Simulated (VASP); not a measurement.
# GaAsSe3: single point with PBE

The system is GaAsSe3.

```
Ga As Se
1.0
     3.58322    2.06877    3.27950
    -3.58322    2.06877    3.27950
     0.00000   -4.13755    3.27950
Ga As Se
1 1 3
Direct
  0.48558 0.48558 0.48558
  0.13485 0.13485 0.13485
  0.44043 0.96980 0.44043
  0.44043 0.44043 0.96980
  0.96980 0.44043 0.44043
```

```yaml
Program: VASP 6.6.1
Task: single point
Functional: PBE
Potentials_or_basis: VASP PAW PBE potentials, release 64 (Ga_d, As, Se)
Cutoff: 500 eV
k_mesh: 3 × 3 × 3
Occupations: gaussian, width 0.15 eV
Spin: no spin polarisation
```

```
Pressure               : 0.4 GPa
Largest force          : 0.072 eV/Å
Band gap on the k mesh : zero (band 18 reaches 2.15 eV, above the bottom of band 19 at 1.61 eV)
```

Forces in eV/Å, atoms in the order of the input:
```
Ga   0.000  0.000 -0.010
As   0.000  0.000 -0.072
Se   0.017 -0.010  0.027
Se   0.000  0.019  0.027
Se  -0.017 -0.010  0.027
```

Stress tensor (GPa, compression positive):
```
0.25 0.00 0.00
0.00 0.25 0.00
0.00 0.00 0.59
```

Levels at points of the mesh, in eV from the Fermi level:
```csv
k point,band 14,band 15,band 16,band 17,band 18,band 19,band 20,band 21,band 22,band 23
"(0.00, 0.00, 0.00)",-3.59,-3.18,-1.65,-0.88,-0.88,-0.54,1.40,1.81,1.81,5.33
```

It took 46 s on 1 thread of Intel Xeon 8259CL, on a shared host, peak memory 0.24 GiB.

Caveat: the k points lie up to 0.40 Å⁻¹ apart.
